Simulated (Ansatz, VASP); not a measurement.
**P in VASP and in Ansatz**

```
P
1.0
     4.02096    0.00000    0.00000
     0.00000    4.02096    0.00000
     0.00000    0.00000    4.94383
P
1
Direct
  0.00000 0.00000 0.00000
```

Alike in both runs: task single point; functional r2SCAN; k mesh 12 × 12 × 12; occupations gaussian, width 0.15 eV; no spin polarisation.

|  | VASP | Ansatz |
| --- | --- | --- |
| version | VASP 6.6.1 | Ansatz 0.2.0 |
| potentials or method | VASP PAW PBE potentials, release 64 (P), cutoff 520 eV | scalar-relativistic, plane waves, PAW |
| valence electrons in the cell | 5 | 5 |

|  | VASP | Ansatz | Ansatz less VASP |
| --- | --- | --- | --- |
| gap on the k mesh at the Fermi level (eV) | none | none | - |
| pressure (GPa) | -4.1 | -4.1 | +0.01 |
| traceless stress, the component that is largest in VASP (GPa) | 2.49 | 2.49 | +0.002 |

VASP's potentials were made for PBE, not for r2SCAN. A gap of «none» marks a metal or a gap that the smearing closes. The functional is the same, so the differences come from potentials, cutoffs and numerics.
